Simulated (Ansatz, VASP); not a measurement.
**C: VASP beside Ansatz**

File INCAR:

```
SYSTEM = C
ALGO     = Normal         ! electronic algorithm
EDIFF    = 1E-6           ! SCF threshold, eV
ENCUT    = 520            ! plane-wave cutoff, eV
ISIF     = 2              ! what is computed and relaxed
ISMEAR   = -1             ! smearing method
LASPH    = .True.         ! aspherical terms in the spheres
LCHARG   = .False.        ! write CHGCAR
LREAL    = .False.        ! projectors in reciprocal space
LWAVE    = .False.        ! write WAVECAR
NBANDS   = 8              ! bands
NELM     = 80             ! most SCF steps
PREC     = Accurate       ! precision mode
SIGMA    = 0.1            ! smearing width, eV
```

The input KPOINTS:

```
k-points
0
Gamma
  22 22 22
  0 0 0
```

File POSCAR:

```
C
1.0
   -1.0979097209      1.0979097209      1.0979097209
    1.0979097209     -1.0979097209      1.0979097209
    1.0979097209      1.0979097209     -1.0979097209
C
1
Direct
    0.0000000000      0.0000000000      0.0000000000
```

Input for Ansatz:

```yaml
crystal:
  lattice:
    - [-1.0979097209, 1.0979097209, 1.0979097209]
    - [1.0979097209, -1.0979097209, 1.0979097209]
    - [1.0979097209, 1.0979097209, -1.0979097209]
  atoms:
    - { symbol: C, position: [0.0, 0.0, 0.0] }
kpoints:
  mp_grid: { grid: [22, 22, 22] }
scf:
  occupations: { method: fermi_dirac, width: 0.1 }
hamiltonian:
  xc: lda
  pseudopotentials: { kind: all_electron, lapw: { basis_error: 0.001 } }
output:
  forces: true
  stress: true
  eigenvalues: true
  populations: true
```

Change from the starting cell: volume scaled by 0.84, LAPW.

Alike in both runs: task single point; functional LDA; k mesh 22 × 22 × 22; occupations fermi-dirac, width 0.1 eV; no spin polarisation.

```csv
,VASP,Ansatz
version,VASP 6.6.1,Ansatz 0.2.0
potentials or method,"VASP PAW LDA potentials, release 64 (C), cutoff 520 eV","all-electron LAPW, scalar-relativistic"
```

Ansatz gave:

* pressure (GPa): 55.5

**Question.** Which values does VASP return?

**Answer.** Pressure (GPa): 56.6.

LDA's correlation is that of Perdew and Zunger in VASP and of Perdew and Wang (1992) in Ansatz. Both programs put the cell under a high pressure, so it lies far from rest at this level. Ansatz ran all-electron here, and VASP with PAW potentials.
